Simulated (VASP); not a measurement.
ZnS:

```
Zn S
1.0
     0.00000    2.70200    2.70200
     2.70200    0.00000    2.70200
     2.70200    2.70200    0.00000
Zn S
1 1
Cartesian
  4.0530 4.0530 4.0530
  0.0000 0.0000 0.0000
```

* Program: VASP 6.6.1
* Task: relaxation of cell and atoms
* Functional: LDA
* Potentials or basis: VASP PAW LDA potentials, release 64 (Zn, S)
* Cutoff: 600 eV
* k mesh: 16 × 16 × 16
* Occupations: fermi-dirac, width 0.08 eV
* Spin: no spin polarisation

At the start: pressure -4.3 GPa; volume 19.73 Å³/atom.

Task: How do energy, volume and symmetry change on relaxing?

Result: Over 5 steps the energy falls by 15.7 meV/atom and the volume is 18.63 Å³/atom (-5.5 %); space group F-43m (No. 216, to 0.05 Å).

Step by step:
```
step  energy change (eV)  largest force (eV/Å)  pressure (GPa)  volume (Å³)
   1              0.0000                0.0000           -4.27        39.45
   2             -0.0274                0.0000            1.78        36.53
   3             -0.0314                0.0000           -0.13        37.24
   4             -0.0314                0.0000            0.12        37.19
   5             -0.0314                0.0000            0.01        37.26
```

Final structure:
```
Zn S
1.0
     0.00000    2.65108    2.65108
     2.65108    0.00000    2.65108
     2.65108    2.65108    0.00000
Zn S
1 1
Direct
  0.75000 0.75000 0.75000
  0.00000 0.00000 0.00000
```
